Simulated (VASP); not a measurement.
Runs of VASP 6.6.1 on Mg2Si. The structure is that of space group Fm-3m (No. 225), or close to it. The cells are those of the table. 

| task | cell | gap on the mesh (eV) | pressure (GPa) |
| --- | --- | --- | --- |
| single point | a = 4.538 Å, angles 60.0, 60.0, 90.0°, 3 atoms | 0.48 | (a) |
| single point | a = 4.392 Å, angles 60.0, 60.0, 90.0°, 3 atoms | 0.37 | 3.7 |
| relaxation of cell and atoms | relaxed to -2 GPa from a = 4.482 Å, angles 60.0, 60.0, 90.0°, 3 atoms | 0.48 | -2.0 |
| single point | a = 4.288 Å, angles 60.0, 60.0, 90.0°, 3 atoms | 0.27 | (b) |

Alike in all rows: level r2SCAN; potentials or basis VASP PAW PBE potentials, release 64 (Mg, Si); no spin polarisation; k mesh 6 × 6 × 6; cutoff (eV) 660; smearing gaussian 0.01 eV.

Estimate the missing entries.

(a) -2.3; (b) 9.7.

Caveats: semilocal functionals underestimate gaps, and a narrow one can read as zero; the PAW data sets were made with another functional, which shifts forces and pressure a little; the cell stands under pressure (at least some runs); the cell is relaxed towards a set pressure, so the run minimises the enthalpy, not the energy (at least some runs).

A k mesh can miss the band edges.
